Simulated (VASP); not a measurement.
Write the native input for VASP 6.6.1 that does the following.

* Task: single point
* Functional: PBE
* Potentials or basis: VASP PAW PBE potentials, release 64 (Hg)
* Cutoff: 520 eV
* k mesh: 8 × 8 × 9
* Occupations: fermi-dirac, width 0.05 eV
* Spin: no spin polarisation
* Dipole correction: no
* k mesh for the DOS: 12 × 12 × 14
* Occupations for the DOS: tetrahedron
* Further INCAR settings: ALGO = Normal; EDIFF = 1e-06

The system is Hg.

```xyz
3
Lattice="4.5400 0.0000 0.0000 -2.2700 3.9318 0.0000 0.0000 0.0000 3.8700" Properties=species:S:1:pos:R:3 pbc="T T T"
Hg    0.0000    2.6212    1.9350
Hg    0.0000    0.0000    0.0000
Hg    2.2700    1.3106    1.9350
```

One way to write it, as run:

POSCAR

```
Hg
1.0
    4.5400020208      0.0000000000      0.0000000000
   -2.2700010104      3.9317570832      0.0000000000
    0.0000000000      0.0000000000      3.8700000000
Hg
3
Direct
    0.3333333333      0.6666666667      0.5000000000
    0.0000000000      0.0000000000      0.0000000000
    0.6666666667      0.3333333333      0.5000000000
```

INCAR.step1

```
ALGO = Normal ; EDIFF = 1E-6
ENCUT = 520 ; GGA = PE
ISIF = 2 ; ISMEAR = -1
LASPH = T ; LCHARG = T
LREAL = F ; LWAVE = F
NBANDS = 25 ; NELM = 100
PREC = Accurate ; SIGMA = 0.05
```

KPOINTS.step1

```
k-points
0
Gamma
  8 8 9
```

INCAR.step2

```
ALGO = Normal ; EDIFF = 1E-6
ENCUT = 520 ; GGA = PE
ICHARG = 11 ; ISIF = 2
ISMEAR = -5 ; LASPH = T
LCHARG = F ; LORBIT = 11
LREAL = F ; LWAVE = F
NEDOS = 2001 ; NELM = 100
PREC = Accurate ; SIGMA = 0.05
```

KPOINTS.step2

```
k-points
0
Gamma
  12 12 14
```

Potentials or basis: VASP PAW PBE potentials, release 64 (Hg).

Command:

```console
$ cat potpaw_PBE.64/Hg/POTCAR > POTCAR
$ cp INCAR.step1 INCAR
$ cp KPOINTS.step1 KPOINTS
$ mpirun -np 1 vasp_std > vasp.out
$ cp INCAR.step2 INCAR
$ cp KPOINTS.step2 KPOINTS
$ mpirun -np 1 vasp_std > vasp.out
```

Results of the run:

```yaml
Valence_electrons_inside_the_program's_atomic_spheres: Hg 10.62, 10.46 (each value once)
```

Run time: 2.7 min on 1 thread of AMD EPYC 7R43 64-Core Processor (Zen 3) (shared host), peak memory 0.28 GiB.
